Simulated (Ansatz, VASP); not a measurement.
**Hf3N2: VASP beside Ansatz**

Contents of INCAR:

```
SYSTEM = Hf3N2
PREC     = Accurate       ! precision mode
ENCUT    = 520            ! plane-wave cutoff, eV
EDIFF    = 1E-6           ! SCF threshold, eV
ISMEAR   = 0              ! smearing method
SIGMA    = 0.5            ! smearing width, eV
LREAL    = .FALSE.        ! projectors in reciprocal space
LASPH    = .TRUE.         ! aspherical terms in the spheres
NELM     = 80             ! most SCF steps
ALGO     = Normal         ! electronic algorithm
ISIF     = 2              ! what is computed and relaxed
LWAVE    = .FALSE.        ! write WAVECAR
LCHARG   = .FALSE.        ! write CHGCAR
GGA      = PS             ! functional
NBANDS   = 28             ! bands
```

File KPOINTS:

```
Automatic mesh
0
G
  12 12 12
  0 0 0
```

Contents of POSCAR:

```
Hf3N2
1.0
    1.5994260774      0.9234290764      7.7548432223
   -1.5994260774      0.9234290764      7.7548432223
    0.0000000000     -1.8468581527      7.7548432223
Hf N
3 2
Direct
    0.7794186600      0.7794186600      0.7794186600
    0.2205813400      0.2205813400      0.2205813400
    0.0000000000      0.0000000000      0.0000000000
    0.6119155300      0.6119155300      0.6119155300
    0.3880844700      0.3880844700      0.3880844700
```

Input for Ansatz:

```yaml
crystal:
  lattice:
    - [1.5994260774, 0.9234290764, 7.7548432223]
    - [-1.5994260774, 0.9234290764, 7.7548432223]
    - [0.0, -1.8468581527, 7.7548432223]
  atoms:
    - { symbol: Hf, position: [0.77941866, 0.77941866, 0.77941866] }
    - { symbol: Hf, position: [0.22058134, 0.22058134, 0.22058134] }
    - { symbol: Hf, position: [0.0, 0.0, 0.0] }
    - { symbol: "N", position: [0.61191553, 0.61191553, 0.61191553] }
    - { symbol: "N", position: [0.38808447, 0.38808447, 0.38808447] }
basis:
  ecutwfc: 420
kpoints:
  mp_grid: { grid: [12, 12, 12] }
hamiltonian:
  xc: pbesol
scf:
  occupations: { method: gaussian, width: 0.5 }
output:
  forces: true
  stress: true
  eigenvalues: true
```

Alike in both runs: task single point; functional PBEsol; k mesh 12 × 12 × 12; occupations gaussian, width 0.5 eV; no spin polarisation.

|  | VASP | Ansatz |
| --- | --- | --- |
| version | VASP 6.6.1 | Ansatz 0.2.0 |
| potentials or method | VASP PAW PBE potentials, release 64 (Hf_pv, N), cutoff 520 eV | scalar-relativistic, plane waves, PAW |
| valence electrons in the cell | 40 | 88 |

|  | VASP | Ansatz | Ansatz less VASP |
| --- | --- | --- | --- |
| gap on the k mesh at the Fermi level (eV) | none | none | - |
| pressure (GPa) | -3.6 | -2.2 | +1.39 |
| traceless stress, the component that is largest in VASP (GPa) | -0.10 | -0.22 | -0.119 |
| rms of the force components (eV/Å) | 0.188 | 0.171 | -0.0168 |

VASP's potentials were made for PBE, not for PBEsol. Atom by atom the forces differ by 0.029 eV/Å (rms over components). A gap of «none» marks a metal or a gap that the smearing closes. VASP's potentials hold 40 valence electrons a cell and Ansatz's 88, so a difference there can come from the potentials and not from the codes.

Neither program's run includes spin-orbit coupling.
